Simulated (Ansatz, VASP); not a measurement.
**ZrB2: VASP beside Ansatz**

```xyz
6
Lattice="3.0728 0.0000 0.0000 -1.5364 2.6611 0.0000 0.0000 0.0000 8.5629" Properties=species:S:1:pos:R:3 pbc="T T T"
Zr    0.0000    1.7741    2.1407
Zr    1.5364    0.8870    6.4222
B     1.5364    0.8870    4.0484
B     0.0000    1.7741    4.5145
B     0.0000    1.7741    8.3299
B     1.5364    0.8870    0.2330
```

Alike in both runs: functional PBE; k mesh 6 × 6 × 2; occupations gaussian, width 0.2 eV; no spin polarisation.

Ansatz relaxed the structure, and its values are those at the end. VASP's run is a single point on that final structure, the one shown.

```csv
,VASP,Ansatz
version,VASP 6.6.1,Ansatz 0.2.0
potentials or method,"VASP PAW PBE potentials, release 64 (Zr_sv, B), cutoff 500 eV","scalar-relativistic, plane waves, PAW"
valence electrons in the cell,36,36
```

|  | VASP | Ansatz | Ansatz less VASP |
| --- | --- | --- | --- |
| gap on the k mesh at the Fermi level (eV) | none | none | - |
| pressure (GPa) | 0.4 | 0.3 | -0.11 |
| rms of the force components (eV/Å) | 0.002 | 0.003 | +0.0012 |

A gap of «none» marks a metal or a gap that the smearing closes.

The k mesh is coarse, so the values compare programs but aren't converged.
